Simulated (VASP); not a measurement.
# SrO (ae) (Fm-3m) in VASP: single point with PBEsol

Aim: the single point of SrO (ae) with PBEsol.

All numbers are computed with VASP 6.6.1; they aren't measurements. Logs are shortened: lines on timing, memory, paths and dates and some standing lists are left out, and cuts for length are marked.

### 1 The cell of the first run

It takes space group Fm-3m (No. 225, cubic). Conventional cell: a = 5.123 Å, b = 5.123 Å, c = 5.123 Å, α = 90.00°, β = 90.00°, γ = 90.00°. Within 3.4 Å of Sr (site symmetry m-3m) lie 6 O at 2.56 Å. O (site symmetry m-3m) has 6 Sr at 2.56 Å within 3.4 Å.

### 2 Single point, PBEsol

The input, INCAR:

```
  PREC = Accurate
  ENCUT = 600
  EDIFF = 1E-6
  ISMEAR = 0
  SIGMA = 0.02
  LREAL = F
  LASPH = T
  NELM = 120
  ALGO = Normal
  ISIF = 2
  LWAVE = F
  LCHARG = F
  GGA = PS
  NBANDS = 15
  GGA_COMPAT = F
```

The input, KPOINTS:

```
Automatic mesh
0
Gamma
  8 8 8
```

The input, POSCAR:

```
SrO
1.0
    0.0000000000      2.5613370527      2.5613370527
    2.5613370527      0.0000000000      2.5613370527
    2.5613370527      2.5613370527      0.0000000000
Sr O
1 1
Direct
    0.0000000000      0.0000000000      0.0000000000
    0.5000000000      0.5000000000      0.5000000000
```

Potentials or basis: VASP PAW PBE potentials, release 64 (Sr_sv, O).

Launch:

```sh
cat potpaw_PBE.64/Sr_sv/POTCAR potpaw_PBE.64/O/POTCAR > POTCAR
mpirun -np 1 vasp_std > vasp.out
```

OUTCAR:

```text
PREC = Accurate
   ENCUT = 600
   EDIFF = 1E-6
   ISMEAR = 0
   LREAL = F
   LASPH = T
   NELM = 120
   ISIF = 2
   GGA = PS

 ion  position               nearest neighbor table
   1  0.000  0.000  0.000-   2 2.56   2 2.56   2 2.56   2 2.56   2 2.56   2 2.56
   2  0.500  0.500  0.500-   1 2.56   1 2.56   1 2.56   1 2.56   1 2.56   1 2.56

  LATTYP: Found a face centered cubic cell.
 ALAT       =     5.1226741054

  Lattice vectors:

 A1 = (   0.0000000000,   2.5613370527,   2.5613370527)
 A2 = (   2.5613370527,   0.0000000000,   2.5613370527)
 A3 = (   2.5613370527,   2.5613370527,   0.0000000000)

Analysis of symmetry for initial positions (statically):
=====================================================================
 Subroutine PRICEL returns:
 Original cell was already a primitive cell.

 Routine SETGRP: Setting up the symmetry group for a
 face centered cubic supercell.

 Subroutine GETGRP returns: Found 48 space group operations
 (whereof 48 operations were pure point group operations)
 out of a pool of 48 trial point group operations.

The static configuration has the point symmetry O_h .

Analysis of symmetry for dynamics (positions and initial velocities):
=====================================================================
 Subroutine PRICEL returns:
 Original cell was already a primitive cell.

 Routine SETGRP: Setting up the symmetry group for a
 face centered cubic supercell.

 Subroutine GETGRP returns: Found 48 space group operations
 (whereof 48 operations were pure point group operations)
 out of a pool of 48 trial point group operations.

The dynamic configuration has the point symmetry O_h .

 Subroutine INISYM returns: Found 48 space group operations
 (whereof 48 operations are pure point group operations),
 and found     1 'primitive' translations

----------------------------------------------------------------------------------------

                                     Primitive cell

  volume of cell :      33.6070

  direct lattice vectors                    reciprocal lattice vectors
     0.000000000  2.561337053  2.561337053    -0.195210544  0.195210544  0.195210544
     2.561337053  0.000000000  2.561337053     0.195210544 -0.195210544  0.195210544
     2.561337053  2.561337053  0.000000000     0.195210544  0.195210544 -0.195210544

  length of vectors
     3.622277598  3.622277598  3.622277598     0.338114581  0.338114581  0.338114581

  position of ions in fractional coordinates (direct lattice)
     0.000000000  0.000000000  0.000000000
     0.500000000  0.500000000  0.500000000

  ion indices of the primitive-cell ions
   primitive index   ion index
                 1           1
                 2           2

----------------------------------------------------------------------------------------

 KPOINTS: Automatic mesh

Automatic generation of k-mesh.
 Grid dimensions read from file:
 generate k-points for:    8    8    8

 Generating k-lattice:

  Cartesian coordinates                     Fractional coordinates (reciprocal lattice)
    -0.024401318  0.024401318  0.024401318     0.125000000  0.000000000  0.000000000
     0.024401318 -0.024401318  0.024401318     0.000000000  0.125000000  0.000000000
     0.024401318  0.024401318 -0.024401318     0.000000000  0.000000000  0.125000000

  Length of vectors
     0.042264323  0.042264323  0.042264323

  Shift w.r.t. Gamma in fractional coordinates (k-lattice)
     0.000000000  0.000000000  0.000000000

 Subroutine IBZKPT returns following result:
 ===========================================

 Found     29 irreducible k-points:

 Following reciprocal coordinates:
            Coordinates               Weight
  0.000000  0.000000  0.000000      1.000000
  0.125000  0.000000  0.000000      8.000000
  0.250000  0.000000  0.000000      8.000000
  0.375000  0.000000  0.000000      8.000000
  0.500000  0.000000  0.000000      4.000000
  0.125000  0.125000  0.000000      6.000000
[... 16 lines left out ...]
  0.500000  0.250000  0.125000     48.000000
 -0.375000  0.250000  0.125000     24.000000
 [... further k-points ...]
   k-points           NKPTS =     29   k-points in BZ     NKDIM =     29   number of bands    NBANDS=     15
   number of dos      NEDOS =    301   number of ions     NIONS =      2
   total plane-waves  NPLWV =  27000
   dimension x,y,z NGX =    30 NGY =   30 NGZ =   30
   dimension x,y,z NGXF=    60 NGYF=   60 NGZF=   60
   ions per type =               1   1
   NGX,Y,Z   is equivalent  to a cutoff of  13.77, 13.77, 13.77 a.u.
   NGXF,Y,Z  is equivalent  to a cutoff of  27.54, 27.54, 27.54 a.u.
 SYSTEM =  unknown system
   PREC   = accura    normal or accurate (medium, high low for compatibility)
   ISTART =      0    job   : 0-new  1-cont  2-samecut
   ICHARG =      2    charge: 1-file 2-atom 10-const
   ISPIN  =      1    spin polarized calculation?
   LNONCOLLINEAR =      F non collinear calculations
   LSORBIT =      F    spin-orbit coupling
   LASPH  =      T    aspherical Exc in radial PAW
   ENCUT  =  600.0 eV  44.10 Ry    6.64 a.u.   7.23  7.23  7.23*2*pi/ulx,y,z
   NELM   =    120;   NELMIN=  2; NELMDL= -5     # of ELM steps
   EDIFF  = 0.1E-05   stopping-criterion for ELM
   LREAL  =      F    real-space projection
   EDIFFG = 0.1E-04   stopping-criterion for IOM
   NSW    =      0    number of steps for IOM
   IBRION =     -1    ionic relax: 0-MD 1-quasi-New 2-CG
   NFREE  =      0    steps in history (QN), initial steepest desc. (CG)
   ISIF   =      2    stress and relaxation
   ISYM   =      2    0-nonsym 1-usesym 2-fastsym
   POTIM  = 0.5000    time-step for ionic-motion
   TEBEG  =    0.0;   TEEND  =   0.0 temperature during run
   PSTRESS=    0.0 pullay stress
   NELECT =      16.0000    total number of electrons
   NUPDOWN=      -1.0000    fix difference up-down
   EMIN   =  10.00;   EMAX   =-10.00  energy-range for DOS
   EFERMI =   0.00;   METHOD = LEGACY
   ISMEAR =     0;   SIGMA  =   0.02  broadening in eV -4-tet -1-fermi 0-gaus
   EFERMI_NEDOS =   21; number of points for ismear=-14 and -15
   IALGO  =     38    algorithm
   IMIX   =      4    mixing-type and parameters
     AMIX     =   0.40;   BMIX     =  1.00
     AMIX_MAG =   1.60;   BMIX_MAG =  1.00
  volume/ion in A,a.u.               =      16.80       113.40
  Fermi-wavevector in a.u.,A,eV,Ry     =   1.278316  2.415666 22.233155  1.634091
  Thomas-Fermi vector in A             =   2.410865
   LORBIT       =      0    0 simple, 1 ext, 2 COOP (PROOUT), +10 PAW based schemes
   GGA     = PS    functional components
   LHFCALC =     F    Hartree Fock is set to
   AEXX    =    0.0000 exact exchange contribution
   IVDW    =     0    specifies the selected vdW correction
   LEPSILON=     F    determine dielectric tensor
   LRPA    =     F    only Hartree local field effects (RPA)
 non-spin polarized calculation
 Gauss-broadening in eV      SIGMA  =   0.02
  energy-cutoff  :      600.00
  volume of cell :       33.61
 maximum number of plane-waves:      1139
 NGX is ok and might be reduce to    30
   NGX = 15   NGY = 15   NGZ = 15

 number of electron      15.9999997 magnetization

 Free energy of the ion-electron system (eV)
  ---------------------------------------------------
  ext. energy  EPLUGINS =         0.00000000
  ---------------------------------------------------
  free energy    TOTEN  =       -12.64060365 eV

  energy without entropy =      -12.64060365  energy(sigma->0) =      -12.64060365

 E-fermi :   1.6415     XC(G=0): -10.3314

 val. band max:        1.5408571658   @ k =   0.0000   0.0000   0.0000
 cond. band min:       4.6889941949   @ k =   0.5000   0.5000   0.0000
 fundamental gap:      3.1481370291
 Fermi energy:         1.6414522404

 k-point     1 :       0.0000    0.0000    0.0000
  band No.  band energies     occupation
      1     -30.6565      2.00000
      2     -13.4712      2.00000
      3     -12.2971      2.00000
      4     -12.2971      2.00000
      5     -12.2971      2.00000
      6       1.5409      2.00000
      7       1.5409      2.00000
      8       1.5409      2.00000
      9       5.4442      0.00000
     10       7.7275      0.00000
     11       7.7275      0.00000
     12       7.7275      0.00000
     13       9.9484      0.00000
     14       9.9484      0.00000
     15      14.0805      0.00000

 k-point     2 :       0.1250    0.0000    0.0000
  band No.  band energies     occupation
      1     -30.6350      2.00000
      2     -13.8376      2.00000
      3     -12.3099      2.00000
      4     -12.3099      2.00000
      5     -11.9830      2.00000
      6       1.0684      2.00000
      7       1.3363      2.00000
      8       1.3363      2.00000
      9       6.1591      0.00000
     10       7.5643      0.00000
     11       8.0410      0.00000
     12       8.0410      0.00000
     13      10.3685      0.00000
     14      10.3685      0.00000
     15      15.1121      0.00000

 k-point     3 :       0.2500    0.0000    0.0000
  band No.  band energies     occupation
      1     -30.5826      2.00000
      2     -14.4222      2.00000
      3     -12.3406      2.00000
      4     -12.3406      2.00000
      5     -11.5251      2.00000
      6       0.2149      2.00000
      7       0.8959      2.00000
      8       0.8959      2.00000
      9       7.4900      0.00000
     10       7.7171      0.00000
     11       8.8939      0.00000
     12       8.8939      0.00000
     13      11.4164      0.00000
     14      11.4164      0.00000
     15      17.1958      0.00000
[... 343 lines left out ...]
 k-point    23 :       0.5000    0.2500    0.1250
  band No.  band energies     occupation
      1     -30.5023      2.00000
      2     -14.6231      2.00000
      3     -12.6877      2.00000
      4     -12.4838      2.00000
      5     -11.4995      2.00000
      6      -0.0443      2.00000
      7       0.5794      2.00000
      8       1.0109      2.00000
      9       7.0451      0.00000
     10       8.6991      0.00000
     11      10.5060      0.00000
     12      10.6729      0.00000
     13      12.7229      0.00000
     14      13.6658      0.00000
     15      15.8506      0.00000

 k-point    24 :      -0.3750    0.2500    0.1250
  band No.  band energies     occupation
      1     -30.4846      2.00000
      2     -14.6928      2.00000
      3     -12.7121      2.00000
      4     -12.5425      2.00000
      5     -11.4702      2.00000
      6      -0.0840      2.00000
      7       0.6542      2.00000
      8       0.7383      2.00000
      9       7.8783      0.00000
     10       8.2306      0.00000
     11      10.9132      0.00000
     12      11.1115      0.00000
     13      13.2724      0.00000
     14      14.5452      0.00000
     15      14.9168      0.00000

 [... further k-points ...]

------------------------ aborting loop because EDIFF is reached ----------------------------------------

  FORCE on cell =-STRESS in cart. coord.  units (eV):
  Direction    XX          YY          ZZ          XY          YZ          ZX
  --------------------------------------------------------------------------------------
  -------------------------------------------------------------------------------------
  Total        0.1142600      0.1142600      0.1142600     -0.0000000     -0.0000000      0.0000000
  in kB        5.4472157      5.4472157      5.4472157     -0.0000000     -0.0000000      0.0000000
  external PRESSURE =       5.4472157 kB  Pullay stress =       0.0000000 kB

 VOLUME and BASIS-vectors are now :
 -----------------------------------------------------------------------------
  energy-cutoff  :      600.00
  volume of cell :       33.61
      direct lattice vectors                 reciprocal lattice vectors
     0.000000000  2.561337053  2.561337053    -0.195210544  0.195210544  0.195210544
     2.561337053  0.000000000  2.561337053     0.195210544 -0.195210544  0.195210544
     2.561337053  2.561337053  0.000000000     0.195210544  0.195210544 -0.195210544

 POSITION                                       TOTAL-FORCE (eV/Angst)
 -----------------------------------------------------------------------------------
      0.00000      0.00000      0.00000         0.000000     -0.000000     -0.000000
      2.56134      2.56134      2.56134        -0.000000      0.000000      0.000000
 -----------------------------------------------------------------------------------
    total drift:                                0.000000      0.000000      0.000000

  FREE ENERGIE OF THE ION-ELECTRON SYSTEM (eV)
  ---------------------------------------------------
  free  energy   TOTEN  =       -12.6406036540 eV

  energy  without entropy=      -12.6406036540  energy(sigma->0) =      -12.64060365
```

Wall time 12 s (1 thread of Intel Xeon Platinum 8488C (Sapphire Rapids), shared host); peak memory 0.17 GiB.

Results:

```
Free energy            : -12.6406 eV
Pressure               : 0.5 GPa
Band gap on the k mesh : 3.15 eV, indirect (least direct gap 3.23 eV)
```

Levels at points of the mesh, in eV from the valence-band top:
```tsv
k point	band 6	band 7	band 8	band 9	band 10	band 11
(0.00, 0.00, 0.00)	0.00	0.00	0.00	3.90	6.19	6.19
(0.50, 0.00, 0.00)	-2.25	-1.18	-1.18	6.54	8.38	8.91
(0.50, 0.50, 0.00)	-0.42	-0.08	-0.08	3.15	7.85	10.27
```

Caveat: the PAW data sets were made with another functional, which shifts forces and pressure a little. A k mesh can miss the band edges.
